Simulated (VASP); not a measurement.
Write the native input for VASP 6.6.1 that does the following.

- Task: relaxation of cell and atoms
- Functional: PBE
- Potentials or basis: VASP PAW PBE potentials, release 64 (Zr_sv)
- Cutoff: 600 eV
- k mesh: 14 × 14 × 13
- Occupations: fermi-dirac, width 0.05 eV
- Spin: no spin polarisation
- Target pressure: 1.8 GPa
- Dipole correction: no
- Further INCAR settings: ALGO = Normal; EDIFF = 1e-07; IBRION = 2; EDIFFG = -0.005; NSW = 32; ISIF = 3

The structure of Zr lies in POSCAR:

```
Zr
1.0
    2.9982244932      0.0000000000      0.0000000000
   -1.4991122466      2.5965385774      0.0000000000
    0.0000000000      0.0000000000      3.0006750627
Zr
1
Direct
    0.0000000000      0.0000000000      0.0000000000
```

This isn't the form of Zr at room conditions, which is hcp.

These files were run (other wordings do the same):

INCAR

```
SYSTEM = Zr
ALGO = Normal
EDIFF = 1E-7
EDIFFG = -0.005
ENCUT = 600
GGA = PE
IBRION = 2
ISIF = 3
ISMEAR = -1
LASPH = .True.
LCHARG = .False.
LREAL = .False.
LWAVE = .False.
NELM = 60
NSW = 32
PREC = Accurate
PSTRESS = 18.0
SIGMA = 0.05
```

KPOINTS

```
k-points
0
Gamma
  14 14 13
  0 0 0
```

Potentials or basis: VASP PAW PBE potentials, release 64 (Zr_sv).

Command:

```console
$ cat potpaw_PBE.64/Zr_sv/POTCAR > POTCAR
$ mpirun -np 1 vasp_std > vasp.out
```

Results of the run:

| Quantity | Value |
| --- | --- |
| Relaxed volume | 23.37 Å³/atom |
| Relaxed cell | a = 2.999 Å, b = 2.999 Å, c = 3.001 Å, α = 90.00°, β = 90.00°, γ = 120.00° |
| Space group after relaxing (to 0.1 Å) | P6/mmm (No. 191) |
| Energy change on relaxing (the run minimises the enthalpy) | -0.1 meV/atom |
| Ionic steps | 3 |
| Pressure after relaxing | 1.8 GPa |
| Band gap on the k mesh | zero (bands 6 and 7 overlap by 0.47 eV) |

Caveat: the cell is relaxed towards a set pressure, so the run minimises the enthalpy, not the energy.

It took 83 s on 1 thread of AMD EPYC 7R13, on a shared host, peak memory 0.15 GiB.
